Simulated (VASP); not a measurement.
Write the native input for VASP 6.6.1 that does the following.

| Quantity | Value |
| --- | --- |
| Task | single point |
| Functional | PBE |
| Potentials or basis | VASP PAW PBE potentials, release 64 (Co, Si) |
| Cutoff | 520 eV |
| k mesh | 14 × 14 × 14 |
| Occupations | gaussian, width 0.15 eV |
| Spin | collinear spin, ferromagnetic start |
| Starting moments | [2.2, 0.0, 0.0] μB |
| Fixed moment | 2.2 μB |
| Dipole correction | no |
| Further INCAR settings | ALGO = Normal; EDIFF = 1e-06; NBANDS = 20 |

The structure of CoSi2 lies in POSCAR:

```
CoSi2
1.0
    0.0000000000      2.5683793221      2.5683793221
    2.5683793221      0.0000000000      2.5683793221
    2.5683793221      2.5683793221      0.0000000000
Co Si
1 2
Direct
    0.0000000000      0.0000000000      0.0000000000
    0.2500000000      0.2500000000      0.2500000000
    0.7500000000      0.7500000000      0.7500000000
```

The input as run:

INCAR

```
ALGO = Normal ; EDIFF = 1E-6
ENCUT = 520 ; GGA = PE
ISIF = 2 ; ISMEAR = 0
ISPIN = 2 ; LASPH = T
LCHARG = F ; LMAXMIX = 4
LORBIT = 11 ; LREAL = F
LWAVE = F ; MAGMOM = 2.2 0 0
NBANDS = 20 ; NELM = 150
NUPDOWN = 2.2 ; PREC = Accurate
SIGMA = 0.15
```

KPOINTS

```
k-points
0
Gamma
  14 14 14
```

Potentials or basis: VASP PAW PBE potentials, release 64 (Co, Si).

The run is started by

```sh
$ cat potpaw_PBE.64/Co/POTCAR potpaw_PBE.64/Si/POTCAR > POTCAR
$ mpirun -np 1 vasp_std > vasp.out
```

It gave:

```
Pressure                                              : 48.8 GPa
Net moment                                            : 2.20 μB per cell
Site moments                                          : Co +1.32; Si +0.19 μB
Valence electrons inside the program's atomic spheres : Co 9.15; Si 1.71
```

Caveat: the cell stands under pressure; the total moment is fixed, so each spin has its own Fermi level.

Wall time 58 s on 1 thread of Intel(R) Xeon(R) 6975P-C (Granite Rapids), on a shared host, peak memory 0.24 GiB.
